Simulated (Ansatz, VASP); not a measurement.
## One calculation of C, two programs

Contents of INCAR:

```
SYSTEM = C
  PREC = Accurate
  ENCUT = 520
  EDIFF = 1E-7
  ISMEAR = -1
  SIGMA = 0.1
  LREAL = .FALSE.
  LASPH = .TRUE.
  NELM = 60
  ALGO = Normal
  ISIF = 2
  LWAVE = .FALSE.
  LCHARG = .TRUE.
  GGA = CA
  LELF = .TRUE.
  LVHAR = .TRUE.
  NBANDS = 16
```

The input KPOINTS:

```
Automatic mesh
0
G
  18 18 6
  0 0 0
```

The input POSCAR:

```
C
1.0
    1.2280479700     -2.1270618200      0.0000000000
    1.2280479700      2.1270618200      0.0000000000
    0.0000000000      0.0000000000      7.1732677600
C
4
Direct
    0.0833794600      0.9166205400      0.7531376000
    0.5833794600      0.4166205400      0.2468624000
    0.9166205400      0.0833794600      0.2468624000
    0.4166205400      0.5833794600      0.7531376000
```

Input for Ansatz:

```yaml
crystal:
  lattice:
    - [1.22804797, -2.12706182, 0.0]
    - [1.22804797, 2.12706182, 0.0]
    - [0.0, 0.0, 7.17326776]
  atoms:
    - { symbol: C, position: [0.08337946, 0.91662054, 0.7531376] }
    - { symbol: C, position: [0.58337946, 0.41662054, 0.2468624] }
    - { symbol: C, position: [0.91662054, 0.08337946, 0.2468624] }
    - { symbol: C, position: [0.41662054, 0.58337946, 0.7531376] }
basis:
  ecutwfc: 420
kpoints:
  mp_grid: { grid: [18, 18, 6] }
hamiltonian:
  xc: lda
scf:
  occupations: { method: fermi_dirac, width: 0.1 }
output:
  forces: true
  stress: true
  eigenvalues: true
```

Alike in both runs: task single point; functional LDA; k mesh 18 × 18 × 6; occupations fermi-dirac, width 0.1 eV; no spin polarisation.

|  | VASP | Ansatz |
| --- | --- | --- |
| version | VASP 6.6.1 | Ansatz 0.2.0 |
| potentials or method | VASP PAW LDA potentials, release 64 (C), cutoff 520 eV | scalar-relativistic, plane waves, PAW |
| valence electrons in the cell | 16 | 16 |

|  | VASP | Ansatz | Ansatz less VASP |
| --- | --- | --- | --- |
| gap on the k mesh at the Fermi level (eV) | 0.02 | 0.02 | 0.000 |
| least direct gap on the mesh (eV) | 0.02 | 0.02 | 0.000 |
| pressure (GPa) | -3.2 | -3.9 | -0.74 |
| traceless stress, the component that is largest in VASP (GPa) | 1.96 | 2.83 | +0.875 |
| rms of the force components (eV/Å) | 0.014 | 0.014 | 0.0000 |

LDA's correlation is that of Perdew and Zunger in VASP and of Perdew and Wang (1992) in Ansatz. Atom by atom the forces differ by 0.000 eV/Å (rms over components).
